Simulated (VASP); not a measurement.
Here is a VASP 6.6.1 calculation.

INCAR

```
PREC = Accurate
ENCUT = 520
EDIFF = 1E-7
ISMEAR = 1
SIGMA = 0.1
LREAL = False
LASPH = True
NELM = 60
ALGO = Normal
ISIF = 2
LWAVE = False
LCHARG = False
GGA = CA
NBANDS = 10
```

File KPOINTS:

```
regular mesh
0
Gamma
  13 13 7
```

File POSCAR:

```
Al
1.0
    2.8124553500      0.0000000000      0.0000000000
   -1.4062276750      2.4356577801      0.0000000000
    0.0000000000      0.0000000000      4.8668500000
Al
2
Direct
    0.6666666667      0.3333333333      0.7500000000
    0.3333333333      0.6666666667      0.2500000000
```

Potentials or basis: VASP PAW LDA potentials, release 64 (Al).

Command:

```console
$ cat potpaw_LDA.64/Al/POTCAR > POTCAR
$ mpirun -np 1 vasp_std > vasp.out
```

What does it give for the band gap on the k mesh?

Zero (band 3 reaches 10.31 eV, above the bottom of band 4 at 4.96 eV).

Predict the pressure.

-2.9 GPa.

Stress tensor (GPa, compression positive):
```
-2.05  0.00  0.00
 0.00 -2.05  0.00
 0.00  0.00 -4.69
```
